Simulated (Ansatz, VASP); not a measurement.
Hf in VASP and in Ansatz

INCAR

```
PREC = Accurate
ENCUT = 520
EDIFF = 1E-7
ISMEAR = -1
SIGMA = 0.03
LREAL = False
LASPH = True
NELM = 150
ALGO = Normal
ISIF = 2
LWAVE = False
LCHARG = False
MAGMOM = 0 0 0
LORBIT = 11
LSORBIT = True
GGA_COMPAT = False
LORBMOM = True
LMAXMIX = 4
GGA = PE
NBANDS = 21
```

KPOINTS

```
regular mesh
0
Gamma
  16 16 16
```

The input POSCAR:

```
Hf
1.0
    0.0000000000      2.2200000000      2.2200000000
    2.2200000000      0.0000000000      2.2200000000
    2.2200000000      2.2200000000      0.0000000000
Hf
1
Direct
    0.0000000000      0.0000000000      0.0000000000
```

Input for Ansatz:

```yaml
crystal:
  lattice:
    - [0.0, 2.22, 2.22]
    - [2.22, 0.0, 2.22]
    - [2.22, 2.22, 0.0]
  atoms:
    - { symbol: Hf, position: [0.0, 0.0, 0.0] }
kpoints:
  mp_grid: { grid: [16, 16, 16] }
  band_path:
    path:
      - [0.0, 0.0, 0.0]
      - [0.5, 0.0, 0.5]
      - [0.625, 0.25, 0.625]
      - [0.375, 0.375, 0.75]
      - [0.0, 0.0, 0.0]
      - [0.5, 0.5, 0.5]
      - [0.5, 0.25, 0.75]
      - [0.5, 0.0, 0.5]
    npoints: 5
scf:
  occupations: { method: fermi_dirac, width: 0.03 }
hamiltonian:
  xc: pbe
  pseudopotentials: { kind: all_electron, lapw: { basis_error: 0.00025 } }
output:
  forces: true
  stress: true
  eigenvalues: true
magnetization:
  noncollinear: true
  spin_orbit: true
```

Alike in both runs: task single point; functional PBE; k mesh 16 × 16 × 16; occupations fermi-dirac, width 0.03 eV; non-collinear spin, spin-orbit coupling.

|  | VASP | Ansatz |
| --- | --- | --- |
| version | VASP 6.6.1 | Ansatz 0.2.0 |
| potentials or method | VASP PAW PBE potentials, release 64 (Hf_pv), cutoff 520 eV | all-electron LAPW |

VASP gave:

```
pressure (GPa)           : 2.2
net moment per atom (μB) : 0.00
```

What did Ansatz give for the same quantities?

Pressure (GPa): 2.9; net moment per atom (μB): 0.00.

Ansatz ran all-electron here, and VASP with PAW potentials.
